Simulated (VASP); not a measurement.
A run of VASP 6.6.1 is set up as follows.

The input INCAR:

```
PREC     = Accurate       # precision mode
ENCUT    = 600            # plane-wave cutoff, eV
EDIFF    = 1E-6           # SCF threshold, eV
ISMEAR   = 0              # smearing method
SIGMA    = 0.05           # smearing width, eV
LREAL    = False          # projectors in reciprocal space
LASPH    = True           # aspherical terms in the spheres
NELM     = 120            # most SCF steps
ALGO     = Normal         # electronic algorithm
ISIF     = 2              # what is computed and relaxed
LWAVE    = False          # write WAVECAR
LCHARG   = False          # write CHGCAR
GGA      = RP             # functional
NBANDS   = 15             # bands
GGA_COMPAT= False
```

The input KPOINTS:

```
regular mesh
0
Gamma
  8 8 8
```

POSCAR

```
BaO
1.0
    0.0000000000      2.7719946919      2.7719946919
    2.7719946919      0.0000000000      2.7719946919
    2.7719946919      2.7719946919      0.0000000000
Ba O
1 1
Direct
    0.5000000000      0.5000000000      0.5000000000
    0.0000000000      0.0000000000      0.0000000000
```

Potentials or basis: VASP PAW PBE potentials, release 64 (Ba_sv, O).

The run is started by

```console
$ cat potpaw_PBE.64/Ba_sv/POTCAR potpaw_PBE.64/O/POTCAR > POTCAR
$ mpirun -np 1 vasp_std > vasp.out
```

Predict the pressure.

5.2 GPa.

What does it give for the band gap on the k mesh?

2.10 eV, direct.

Caveat: the PAW data sets were made with another functional, which shifts forces and pressure a little; spin-orbit coupling is left out, which moves the levels of the heavy elements. A k mesh can miss the band edges.
